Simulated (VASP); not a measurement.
Input of a VASP 6.6.1 run:

File INCAR:

```
SYSTEM = Mo
  ALGO = Fast
  EDIFF = 1E-6
  ENCUT = 520
  GGA = PE
  ISIF = 2
  ISMEAR = 0
  LASPH = .TRUE.
  LCHARG = .FALSE.
  LREAL = .FALSE.
  LWAVE = .FALSE.
  NBANDS = 13
  NELM = 100
  PREC = Accurate
  SIGMA = 0.15
```

Contents of KPOINTS:

```
k-points
0
G
  22 22 22
  0 0 0
```

File POSCAR:

```
Mo
1.0
   -0.9925415386      1.7307295569      1.7307295569
    1.7307295569     -0.9925415386      1.7307295569
    1.7307295569      1.7307295569     -0.9925415386
Mo
1
Direct
    0.0000000000      0.0000000000      0.0000000000
```

Potentials or basis: VASP PAW PBE potentials, release 64 (Mo_sv).

Command:

```sh
$ cat potpaw_PBE.64/Mo_sv/POTCAR > POTCAR
$ mpirun -np 1 vasp_std > vasp.out
```

(1) Estimate the pressure.

(2) Estimate the band gap on the k mesh.

Answers

(1) -7.8 GPa.

(2) zero (band 7 reaches 11.42 eV, above the bottom of band 8 at 9.19 eV).
